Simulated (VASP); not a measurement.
Set up this calculation in VASP 6.6.1, as the native input.

```yaml
Task: single point
Functional: PBEsol
Potentials_or_basis: VASP PAW PBE potentials, release 64 (Cd)
Cutoff: 520 eV
k_mesh: 7 × 7 × 7
Occupations: fermi-dirac, width 0.15 eV
Spin: no spin polarisation
Dipole_correction: no
Further_INCAR_settings: ALGO = Normal; EDIFF = 1e-06; NBANDS = 12
```

The structure of Cd lies in POSCAR:

```
Cd
1.0
   -1.7738344191      1.7738344191      1.7738344191
    1.7738344191     -1.7738344191      1.7738344191
    1.7738344191      1.7738344191     -1.7738344191
Cd
1
Direct
    0.0000000000      0.0000000000      0.0000000000
```

These files were run (other wordings do the same):

INCAR

```
SYSTEM = Cd
PREC = Accurate
ENCUT = 520
EDIFF = 1E-6
ISMEAR = -1
SIGMA = 0.15
LREAL = .False.
LASPH = .True.
NELM = 80
ALGO = Normal
ISIF = 2
LWAVE = .False.
LCHARG = .False.
GGA = PS
NBANDS = 12
```

KPOINTS

```
regular mesh
0
Gamma
  7 7 7
  0 0 0
```

Potentials or basis: VASP PAW PBE potentials, release 64 (Cd).

Command:

```console
$ cat potpaw_PBE.64/Cd/POTCAR > POTCAR
$ mpirun -np 1 vasp_std > vasp.out
```

Results of the run:

| Property | Result |
| --- | --- |
| Pressure | -2.0 GPa |
| Band gap on the k mesh | zero (band 6 reaches 4.15 eV, above the bottom of band 7 at 1.84 eV) |

Caveat: the PAW data sets were made with another functional, which shifts forces and pressure a little.

It took 7.1 s on 1 thread of Intel(R) Xeon(R) Platinum 8259CL CPU @ 2.50GHz (Skylake/Cascade Lake) (shared host), peak memory 0.13 GiB.
